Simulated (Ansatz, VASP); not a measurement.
# CdF2 in VASP and in Ansatz

```xyz
3
Lattice="0.0000 2.6826 2.6826 2.6826 0.0000 2.6826 2.6826 2.6826 0.0000" Properties=species:S:1:pos:R:3 pbc="T T T"
Cd    0.0000    0.0000    0.0000
F     1.3413    1.3413    1.3413
F     4.0239    4.0239    4.0239
```

Alike in both runs: task single point; functional HSE06; k mesh 4 × 4 × 4; no spin polarisation.

```csv
,VASP,Ansatz
version,VASP 6.6.1,Ansatz 0.2.0
potentials or method,"VASP PAW PBE potentials, release 64 (Cd_sv_GW, F)","plane waves, PAW"
plane-wave cutoff (eV),520,420
occupations,"gaussian, width 0.01 eV",fixed
valence electrons in the cell,34,34
```

|  | VASP | Ansatz | Ansatz less VASP |
| --- | --- | --- | --- |
| gap on the k mesh at the Fermi level (eV) | 5.24 | 5.26 | +0.022 |

Ansatz's warnings: stress exchange threshold loose, stress scf threshold loose.

The k mesh is coarse, so the values compare programs but aren't converged.
